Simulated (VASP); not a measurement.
# C (Fmmm) in VASP: notebook, part 2 of 2

VASP 6.6.1. The steps go on from the part before.

## (5) Single point, r2SCAN (strain +0.015 along x and y, +0.000 along z)

Input file POSCAR:

```
C
1.0
    0.0000000000      2.1586578877      3.5617636613
    1.2463400222      0.0000000000      3.5617636613
    1.2463400222      2.1586578877      0.0000000000
C
2
Direct
    0.1667039277      0.8332960723      0.1667039277
    0.8332960723      0.1667039277      0.8332960723
```

Input file INCAR.step1:

```
SYSTEM = C
ALGO = Normal
EDIFF = 1E-4
ENCUT = 520
GGA = PE
ISMEAR = 0
LASPH = .TRUE.
LCHARG = .FALSE.
LREAL = .FALSE.
LWAVE = .TRUE.
NBANDS = 11
NELM = 80
PREC = Accurate
SIGMA = 0.05
```

Input file INCAR.step2:

```
SYSTEM = C
ALGO = Normal
EDIFF = 1E-6
ENCUT = 520
ISIF = 2
ISMEAR = 0
ISTART = 1
LASPH = .TRUE.
LCHARG = .FALSE.
LMIXTAU = .TRUE.
LREAL = .FALSE.
LWAVE = .FALSE.
METAGGA = R2SCAN
NBANDS = 11
NELM = 80
PREC = Accurate
SIGMA = 0.05
```

Input file KPOINTS:

```
k-points
0
G
  14 14 14
  0 0 0
```

Started as:

```
$ cat potpaw_PBE.64/C/POTCAR > POTCAR
$ cp INCAR.step1 INCAR
$ mpirun -np 1 vasp_std > vasp.out
$ cp INCAR.step2 INCAR
$ mpirun -np 1 vasp_std > vasp.out
```

Run time: 6.2 min. Hardware: 1 thread of AMD EPYC 7R13 (Zen 3), shared host; peak memory 0.17 GiB.

It converged, with:

```
Free energy            : -19.8486 eV
Pressure               : -10.6 GPa
Band gap on the k mesh : 0.59 eV, indirect (least direct gap 0.69 eV)
```

Forces in eV/Å, atoms in the order of the input:
```
C    0.000  0.002  0.000
C    0.000 -0.002  0.000
```

Stress tensor (GPa, compression positive):
```
-15.98   0.00   0.00
  0.00 -15.96   0.00
  0.00   0.00   0.00
```

Levels at points of the mesh, in eV from the valence-band top:
```tsv
k point	band 1	band 2	band 3	band 4	band 5	band 6	band 7	band 8	band 9
(0.00, 0.00, 0.00)	-20.47	-6.92	-3.13	-3.12	4.21	8.52	8.58	12.00	12.36
(0.50, 0.00, 0.00)	-15.05	-13.70	-6.59	-2.35	1.84	7.42	12.68	13.61	19.23
(0.50, 0.50, 0.00)	-20.28	-8.43	-3.14	-3.12	8.51	8.55	9.91	12.10	12.27
(0.50, 0.00, 0.50)	-15.12	-13.75	-6.58	-1.78	2.52	7.56	11.43	11.57	18.44
(0.00, 0.50, 0.50)	-14.98	-13.64	-6.61	-2.86	1.28	7.29	13.94	17.08	19.66
```

Caveat: the cell differs from its parent crystal (strain +0.015 along x and y, +0.000 along z); the PAW data sets were made with another functional, which shifts forces and pressure a little. A k mesh can miss the band edges.

## (6) Single point, r2SCAN (strain +0.030 along x and y, -0.015 along z)

Input file POSCAR:

```
C
1.0
    0.0000000000      2.1905592358      3.5083372064
    1.2647588402      0.0000000000      3.5083372064
    1.2647588402      2.1905592358      0.0000000000
C
2
Direct
    0.1667039277      0.8332960723      0.1667039277
    0.8332960723      0.1667039277      0.8332960723
```

Input file INCAR.step1:

```
SYSTEM = C
PREC     = Accurate       ! precision mode
ENCUT    = 520            ! plane-wave cutoff, eV
ISMEAR   = 0              ! smearing method
SIGMA    = 0.05           ! smearing width, eV
LREAL    = .FALSE.        ! projectors in reciprocal space
LASPH    = .TRUE.         ! aspherical terms in the spheres
NELM     = 80             ! most SCF steps
NBANDS   = 11             ! bands
GGA      = PE             ! functional
ALGO     = Normal         ! electronic algorithm
EDIFF    = 1E-4           ! SCF threshold, eV
LWAVE    = .TRUE.         ! write WAVECAR
LCHARG   = .FALSE.        ! write CHGCAR
```

Input file INCAR.step2:

```
SYSTEM = C
PREC     = Accurate       ! precision mode
ENCUT    = 520            ! plane-wave cutoff, eV
EDIFF    = 1E-6           ! SCF threshold, eV
ISMEAR   = 0              ! smearing method
SIGMA    = 0.05           ! smearing width, eV
LREAL    = .FALSE.        ! projectors in reciprocal space
LASPH    = .TRUE.         ! aspherical terms in the spheres
NELM     = 80             ! most SCF steps
ALGO     = Normal         ! electronic algorithm
ISIF     = 2              ! what is computed and relaxed
LWAVE    = .FALSE.        ! write WAVECAR
LCHARG   = .TRUE.         ! write CHGCAR
METAGGA  = R2SCAN         ! meta-GGA
LMIXTAU  = .TRUE.       
LELF     = .TRUE.         ! ELF
LVHAR    = .TRUE.       
NBANDS   = 11             ! bands
ISTART   = 1
```

Input file KPOINTS:

```
regular mesh
0
G
  14 14 14
  0 0 0
```

Potentials or basis: VASP PAW PBE potentials, release 64 (C).

Started as:

```
$ cat potpaw_PBE.64/C/POTCAR > POTCAR
$ cp INCAR.step1 INCAR
$ mpirun -np 1 vasp_std > vasp.out
$ cp INCAR.step2 INCAR
$ mpirun -np 1 vasp_std > vasp.out
```

Wall time 6.3 min (1 thread of AMD EPYC 7R13 (Zen 3), shared host); peak memory 0.17 GiB.

The run converged. Its results:

```yaml
Free_energy: -19.7648 eV
Pressure: -20.6 GPa
Largest_force: 0.008 eV/Å
Band_gap_on_the_k_mesh: 0.47 eV, indirect (least direct gap 0.57 eV)
```

Forces on the atoms (eV/Å):
```
C    0.000  0.008  0.000
C    0.000 -0.008  0.000
```

Stress tensor (GPa, compression positive):
```
-31.14   0.00   0.00
  0.00 -31.12   0.00
  0.00   0.00   0.45
```

Levels at points of the mesh, in eV from the valence-band top:
| k point | band 2 | band 3 | band 4 | band 5 | band 6 | band 7 |
| --- | --- | --- | --- | --- | --- | --- |
| (0.00, 0.00, 0.00) | -6.63 | -3.22 | -3.21 | 4.41 | 8.16 | 8.23 |
| (0.50, 0.00, 0.00) | -13.50 | -6.55 | -2.35 | 1.73 | 6.90 | 12.54 |
| (0.50, 0.50, 0.00) | -8.29 | -3.24 | -3.21 | 8.14 | 8.19 | 10.32 |
| (0.50, 0.00, 0.50) | -13.56 | -6.53 | -1.71 | 2.45 | 7.05 | 11.35 |
| (0.00, 0.50, 0.50) | -13.43 | -6.57 | -2.92 | 1.13 | 6.75 | 13.75 |

Caveat: the cell differs from its parent crystal (strain +0.030 along x and y, -0.015 along z); the PAW data sets were made with another functional, which shifts forces and pressure a little. A k mesh can miss the band edges.

## (7) The runs side by side

| cell | gap on the mesh (eV) | pressure (GPa) | largest force (eV/Å) |
| --- | --- | --- | --- |
| a = 4.119, b = 3.723, c = 2.493 Å, angles 80.4, 63.0, 36.6°, 2 atoms | 0.53 | -10.7 | 0.01 |
| a = 4.091, b = 3.679, c = 2.529 Å, angles 80.1, 62.4, 37.5°, 2 atoms | 0.41 | -20.8 | 0.01 |
| a = 4.241, b = 3.869, c = 2.456 Å, angles 80.9, 64.3, 34.9°, 2 atoms | 0.75 | 0.5 | - |
| a = 4.165, b = 3.774, c = 2.493 Å, angles 80.5, 63.3, 36.2°, 2 atoms | 0.59 | -10.6 | - |
| a = 4.136, b = 3.729, c = 2.529 Å, angles 80.2, 62.7, 37.1°, 2 atoms | 0.47 | -20.6 | 0.01 |

Alike in all rows: task single point; level r2SCAN; potentials or basis VASP PAW PBE potentials, release 64 (C); no spin polarisation; k mesh 14 × 14 × 14; cutoff (eV) 520; smearing gaussian 0.05 eV.

Caveats: the PAW data sets were made with another functional, which shifts forces and pressure a little.

Total energies depend on the potentials used, so only differences within one code and one set of settings carry meaning.
